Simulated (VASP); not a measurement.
# Rh (P6_3/mmc) in VASP: further runs

The runs below take Rh through vibrations by perturbation theory, with PBEsol.

All numbers are computed with VASP 6.6.1; they aren't measurements. Logs are shortened: lines on timing, memory, paths and dates and some standing lists are left out, and cuts for length are marked.

### 1 The cell of the first run

It takes space group P6_3/mmc (No. 194, hexagonal). Conventional cell: a = 2.692 Å, b = 2.692 Å, c = 4.337 Å, α = 90.00°, β = 90.00°, γ = 120.00°. Rh (site symmetry -6m2) has 12 Rh at 2.67 to 2.69 Å within 3.5 Å.

This isn't the form of Rh at room conditions, which is fcc.

### 2 Vibrations by perturbation theory, PBEsol

INCAR

```
ALGO = Normal ; EDIFF = 1E-8
ENCUT = 520 ; GGA = PS
IBRION = 8 ; ISIF = 2
ISMEAR = -1 ; LASPH = True
LCHARG = True ; LREAL = False
LWAVE = False ; NELM = 60
NSW = 1 ; PREC = Accurate
SIGMA = 0.15
```

KPOINTS

```
k-points
0
Gamma
  18 18 10
```

POSCAR

```
Rh
1.0
    2.6915153665      0.0000000000      0.0000000000
   -1.3457576832      2.3309206821      0.0000000000
    0.0000000000      0.0000000000      4.3365003384
Rh
2
Direct
    0.6666666667      0.3333333333      0.7500000000
    0.3333333333      0.6666666667      0.2500000000
```

Potentials or basis: VASP PAW PBE potentials, release 64 (Rh_pv).

The run is started by

```console
cat potpaw_PBE.64/Rh_pv/POTCAR > POTCAR
mpirun -np 1 vasp_std > vasp.out
```

OUTCAR:

```text
EDIFF = 1E-8
   ENCUT = 520
   GGA = PS
   IBRION = 8
   ISIF = 2
   ISMEAR = -1
   LASPH = True
   LREAL = False
   NELM = 60
   NSW = 1
   PREC = Accurate

 ion  position               nearest neighbor table
   1  0.667  0.333  0.750-   2 2.67   2 2.67   2 2.67   2 2.67   2 2.67   2 2.67
   2  0.333  0.667  0.250-   1 2.67   1 2.67   1 2.67   1 2.67   1 2.67   1 2.67

  LATTYP: Found a hexagonal cell.
 ALAT       =     2.6915153665
 C/A-ratio  =     1.6111742821

  Lattice vectors:

 A1 = (   2.6915153665,   0.0000000000,   0.0000000000)
 A2 = (  -1.3457576832,   2.3309206821,   0.0000000000)
 A3 = (   0.0000000000,   0.0000000000,   4.3365003384)

Analysis of symmetry for initial positions (statically):
=====================================================================
 Subroutine PRICEL returns:
 Original cell was already a primitive cell.

 Routine SETGRP: Setting up the symmetry group for a
 hexagonal supercell.

 Subroutine GETGRP returns: Found 24 space group operations
 (whereof 12 operations were pure point group operations)
 out of a pool of 24 trial point group operations.

The static configuration has the point symmetry D_3d.
 The point group associated with its full space group is D_6h.

Analysis of symmetry for dynamics (positions and initial velocities):
=====================================================================
 Subroutine PRICEL returns:
 Original cell was already a primitive cell.

 Routine SETGRP: Setting up the symmetry group for a
 hexagonal supercell.

 Subroutine GETGRP returns: Found 24 space group operations
 (whereof 12 operations were pure point group operations)
 out of a pool of 24 trial point group operations.

The dynamic configuration has the point symmetry D_3d.
 The point group associated with its full space group is D_6h.

 Subroutine INISYM returns: Found 24 space group operations
 (whereof 12 operations are pure point group operations),
 and found     1 'primitive' translations

----------------------------------------------------------------------------------------

                                     Primitive cell

  volume of cell :      27.2059

  direct lattice vectors                    reciprocal lattice vectors
     2.691515367  0.000000000  0.000000000     0.371537912  0.214507514  0.000000000
    -1.345757683  2.330920682  0.000000000     0.000000000  0.429015027  0.000000000
     0.000000000  0.000000000  4.336500338     0.000000000  0.000000000  0.230600697

  length of vectors
     2.691515367  2.691515367  4.336500338     0.429015027  0.429015027  0.230600697

  position of ions in fractional coordinates (direct lattice)
     0.666666667  0.333333333  0.750000000
     0.333333333  0.666666667  0.250000000

  ion indices of the primitive-cell ions
   primitive index   ion index
                 1           1
                 2           2

----------------------------------------------------------------------------------------

 KPOINTS: k-points

Automatic generation of k-mesh.
 Grid dimensions read from file:
 generate k-points for:   18   18   10

 Generating k-lattice:

  Cartesian coordinates                     Fractional coordinates (reciprocal lattice)
[... 77 lines left out ...]
   IALGO  =     38    algorithm
   IMIX   =      4    mixing-type and parameters
     AMIX     =   0.40;   BMIX     =  1.00
     AMIX_MAG =   1.60;   BMIX_MAG =  1.00
  volume/ion in A,a.u.               =      13.60        91.80
  Fermi-wavevector in a.u.,A,eV,Ry     =   1.691326  3.196143 38.920605  2.860584
  Thomas-Fermi vector in A             =   2.773113
   LORBIT       =      0    0 simple, 1 ext, 2 COOP (PROOUT), +10 PAW based schemes
   GGA     = PS    functional components
   LHFCALC =     F    Hartree Fock is set to
   AEXX    =    0.0000 exact exchange contribution
   IVDW    =     0    specifies the selected vdW correction
   LEPSILON=     F    determine dielectric tensor
   LRPA    =     F    only Hartree local field effects (RPA)
 non-spin polarized calculation
  energy-cutoff  :      520.00
  volume of cell :       27.21
 maximum number of plane-waves:       758
 NGX is ok and might be reduce to    20
   NGX =  9   NGY =  9   NGZ = 17

--------------------------------------- Ionic step        1  -------------------------------------------

 number of electron      30.0000005 magnetization

 Free energy of the ion-electron system (eV)
  ---------------------------------------------------
  ext. energy  EPLUGINS =         0.00000000
  ---------------------------------------------------
  free energy    TOTEN  =       -16.31399954 eV

  energy without entropy =      -16.07935596  energy(sigma->0) =      -16.19667775

 E-fermi :  12.0346     XC(G=0): -14.2844

 val. band max:       12.0332661196   @ k =   0.4444   0.0556   0.4000
 cond. band min:      12.0400240271   @ k =   0.3889   0.0000   0.2000
 fundamental gap:      0.0067579075
 Fermi energy:        12.0345745572

 k-point     1 :       0.0000    0.0000    0.0000
  band No.  band energies     occupation
      1     -35.1680      2.00000
      2     -34.4834      2.00000
      3     -34.4834      2.00000
      4     -34.3778      2.00000
      5     -34.3695      2.00000
      6     -34.3695      2.00000
[... 505 lines left out ...]
      6     -34.5074      2.00000
[... 11 lines left out ...]
     18      18.4992      0.00000
     19      22.4376      0.00000

 [... further k-points ...]

------------------------ aborting loop because EDIFF is reached ----------------------------------------

  FORCE on cell =-STRESS in cart. coord.  units (eV):
  Direction    XX          YY          ZZ          XY          YZ          ZX
  --------------------------------------------------------------------------------------
  -------------------------------------------------------------------------------------
  Total       -0.0110425     -0.0110425     -0.0095252     -0.0000000      0.0000000     -0.0000000
  in kB       -0.6502992     -0.6502992     -0.5609451     -0.0000000      0.0000000     -0.0000000
  external PRESSURE =      -0.6205145 kB  Pullay stress =       0.0000000 kB

 VOLUME and BASIS-vectors are now :
 -----------------------------------------------------------------------------
  energy-cutoff  :      520.00
  volume of cell :       27.21
      direct lattice vectors                 reciprocal lattice vectors
     2.691515367  0.000000000  0.000000000     0.371537912  0.214507514  0.000000000
    -1.345757683  2.330920682  0.000000000     0.000000000  0.429015027  0.000000000
     0.000000000  0.000000000  4.336500338     0.000000000  0.000000000  0.230600697

 POSITION                                       TOTAL-FORCE (eV/Angst)
 -----------------------------------------------------------------------------------
      1.34576      0.77697      3.25238        -0.000000     -0.000000      0.000000
     -0.00000      1.55395      1.08413         0.000000      0.000000      0.000000
 -----------------------------------------------------------------------------------
    total drift:                               -0.000000      0.000000     -0.000000

  FREE ENERGIE OF THE ION-ELECTRON SYSTEM (eV)
  ---------------------------------------------------
  free  energy   TOTEN  =       -16.3139995449 eV

  energy  without entropy=      -16.0793559598  energy(sigma->0) =      -16.19667775

[... ionic steps 2 to 3 ...]

--------------------------------------- Ionic step        4  -------------------------------------------

------------------------ aborting loop because EDIFF is reached ----------------------------------------

[... ionic steps 5 to 5 ...]

--------------------------------------- Ionic step        6  -------------------------------------------

 Free energy of the ion-electron system (eV)
  ---------------------------------------------------
  ---------------------------------------------------
  free energy    TOTEN  =        -0.58685963 eV

  energy without entropy =       -0.58685964

------------------------ aborting loop because EDIFF is reached ----------------------------------------

 INTERNAL STRAIN TENSOR  FOR ION    1  DIRECTION 3   (eV/Angst):
 -----------------------------------------------------------------------------
     0.06342  0.00000  0.00000
     0.00000  0.06342  0.00000
    -0.00000 -0.00000 -0.12017

 INTERNAL STRAIN TENSOR FOR ION    2 for displacements in x,y,z  (eV/Angst):
          X           Y           Z          XY          YZ          ZX
  --------------------------------------------------------------------------------
  x    -0.00000     0.00000     0.00000    -2.40860     0.00000     0.00000
  y    -2.40860     2.40860    -0.00000     0.00000     0.00000     0.00000
  z     0.00000     0.00000    -0.00000     0.00000     0.00000    -0.00000

 SECOND DERIVATIVES (NOT SYMMETRIZED)
 ------------------------------------
               1X          1Y          1Z          2X          2Y          2Z
  1X    -4.387791   -0.000000    0.000000    4.387791    0.000000    0.000000
  1Y    -0.000000   -4.387791    0.000000    0.000000    4.387791    0.000000
  1Z     0.000000   -0.000000  -11.768627    0.000000    0.000000   11.768627
  2X     4.387791    0.000000    0.000000   -4.387791   -0.000000    0.000000
  2Y     0.000000    4.387791    0.000000   -0.000000   -4.387791    0.000000
  2Z     0.000000    0.000000   11.768627    0.000000   -0.000000  -11.768627

 Eigenvectors and eigenvalues of the dynamical matrix
 ----------------------------------------------------

   1 f  =    7.476671 THz    46.977311 2PiTHz  249.394906 cm-1    30.921014 meV
             X         Y         Z           dx          dy          dz
      1.345758  0.776974  3.252375     0.000000   -0.000000   -0.707107
     -0.000000  1.553947  1.084125     0.000000    0.000000    0.707107
[... 21 lines left out ...]
   6 f/i=    0.000000 THz     0.000000 2PiTHz    0.000003 cm-1     0.000000 meV
             X         Y         Z           dx          dy          dz
      1.345758  0.776974  3.252375     0.357330   -0.610177    0.000000
     -0.000000  1.553947  1.084125     0.357330   -0.610177    0.000000

--------------------------------------------------------------------------------------------------------

 ELASTIC MODULI CONTR FROM IONIC RELAXATION (kBar)
 Direction    XX          YY          ZZ          XY          YZ          ZX
 --------------------------------------------------------------------------------
 XX         -77.8630     77.8630     -0.0000     -0.0000      0.0000     -0.0000
 YY          77.8630    -77.8630      0.0000     -0.0000     -0.0000      0.0000
 ZZ          -0.0000      0.0000     -0.0000      0.0000      0.0000     -0.0000
 XY          -0.0000     -0.0000      0.0000    -77.8630      0.0000     -0.0000
 YZ           0.0000     -0.0000      0.0000      0.0000     -0.0000      0.0000
 ZX          -0.0000      0.0000     -0.0000     -0.0000      0.0000     -0.0000
 --------------------------------------------------------------------------------
```

Run time: 15 min. Hardware: 1 thread of Intel Xeon Platinum 8488C (Sapphire Rapids), shared host; peak memory 0.94 GiB.

What came out:

| Item | Value |
| --- | --- |
| Highest phonon frequency at Γ | 249 cm⁻¹ |

Phonon frequencies in cm⁻¹ (negative: imaginary):
| q point | frequencies |
| --- | --- |
| (0.000, 0.000, 0.000) | 0 0 0 152 152 249 |

Caveat: the PAW data sets were made with another functional, which shifts forces and pressure a little.

(Part 1 of 2 ends here.)
